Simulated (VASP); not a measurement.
Set up this calculation in VASP 6.6.1, as the native input.

* Task: single point
* Functional: LDA
* Potentials or basis: VASP PAW LDA potentials, release 64 (Li_sv, Mg)
* Cutoff: 520 eV
* k mesh: 5 × 7 × 5
* Occupations: fermi-dirac, width 0.05 eV
* Spin: no spin polarisation
* Dipole correction: no
* Further INCAR settings: ALGO = Normal; EDIFF = 1e-07; NBANDS = 13

The structure of LiMg lies in POSCAR:

```
LiMg
1.0
    4.8462349691      0.0000000000      0.0000000000
    0.0000000000      3.2951059525      0.0000000000
    0.0000000000      0.0000000000      4.8672766905
Li Mg
2 2
Direct
    0.7500000000      0.0000000000      0.2571200000
    0.2500000000      0.0000000000      0.7428800000
    0.2500000000      0.5000000000      0.2438700000
    0.7500000000      0.5000000000      0.7561300000
```

These files were run (other wordings do the same):

INCAR

```
SYSTEM = LiMg
  ALGO = Normal
  EDIFF = 1E-7
  ENCUT = 520
  GGA = CA
  ISIF = 2
  ISMEAR = -1
  LASPH = .TRUE.
  LCHARG = .FALSE.
  LREAL = .FALSE.
  LWAVE = .FALSE.
  NBANDS = 13
  NELM = 100
  PREC = Accurate
  SIGMA = 0.05
```

KPOINTS

```
k-points
0
G
  5 7 5
  0 0 0
```

Potentials or basis: VASP PAW LDA potentials, release 64 (Li_sv, Mg).

The run is started by

```console
$ cat potpaw_LDA.64/Li_sv/POTCAR potpaw_LDA.64/Mg/POTCAR > POTCAR
$ mpirun -np 1 vasp_std > vasp.out
```

It gave:

```yaml
Largest_force: 0.019 eV/Å
Band_gap_on_the_k_mesh: zero (bands 5 and 6 overlap by 2.96 eV)
```

It took 43 s on 1 thread of Intel Xeon 8259CL (shared host), peak memory 0.17 GiB.
